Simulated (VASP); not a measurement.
Set up this calculation in VASP 6.6.1, as the native input.

- Task: single point
- Functional: r2SCAN
- Potentials or basis: VASP PAW PBE potentials, release 64 (Mg_sv, B)
- Cutoff: 750 eV
- k mesh: 10 × 10 × 8
- Occupations: fermi-dirac, width 0.05 eV
- Spin: no spin polarisation
- Dipole correction: no
- Mended: yes
- Further INCAR settings: ALGO = Normal; EDIFF = 1e-06; NBANDS = 15

The system is MgB2.

```
Mg B
1.0
     3.12560    0.00000    0.00000
    -1.56280    2.70685    0.00000
     0.00000    0.00000    3.56936
Mg B
1 2
Direct
  0.00000 0.00000 0.00000
  0.66667 0.33333 0.50000
  0.33333 0.66667 0.50000
```

One way to write it, as run:

POSCAR

```
MgB2
1.0
    3.1255967608      0.0000000000      0.0000000000
   -1.5627983804      2.7068461969      0.0000000000
    0.0000000000      0.0000000000      3.5693605797
Mg B
1 2
Direct
    0.0000000000      0.0000000000      0.0000000000
    0.6666666667      0.3333333333      0.5000000000
    0.3333333333      0.6666666667      0.5000000000
```

INCAR.step1

```
  PREC = Accurate
  ENCUT = 750
  ISMEAR = -1
  SIGMA = 0.05
  LREAL = F
  LASPH = T
  NELM = 120
  NBANDS = 15
  GGA = PE
  ALGO = Normal
  EDIFF = 1E-5
  LWAVE = T
  LCHARG = F
  GGA_COMPAT = F
```

INCAR.step2

```
  PREC = Accurate
  ENCUT = 750
  EDIFF = 1E-6
  ISMEAR = -1
  SIGMA = 0.05
  LREAL = F
  LASPH = T
  NELM = 120
  ALGO = Normal
  ISIF = 2
  LWAVE = F
  LCHARG = F
  METAGGA = R2SCAN
  LMIXTAU = T
  NBANDS = 15
  ISTART = 1
  GGA_COMPAT = F
```

KPOINTS

```
regular mesh
0
Gamma
  10 10 8
```

Potentials or basis: VASP PAW PBE potentials, release 64 (Mg_sv, B).

Launch:

```sh
$ cat potpaw_PBE.64/Mg_sv/POTCAR potpaw_PBE.64/B/POTCAR > POTCAR
$ cp INCAR.step1 INCAR
$ mpirun -np 1 vasp_std > vasp.out
$ cp INCAR.step2 INCAR
$ mpirun -np 1 vasp_std > vasp.out
```

It gave:

```
Pressure               : -7.8 GPa
Band gap on the k mesh : zero (bands 8 and 9 overlap by 2.48 eV)
```

Caveat: the cell stands under tension; the PAW data sets were made with another functional, which shifts forces and pressure a little.

It took 3.9 min on 1 thread of AMD EPYC 7R43 64-Core Processor (Zen 3) (shared host), peak memory 0.17 GiB.
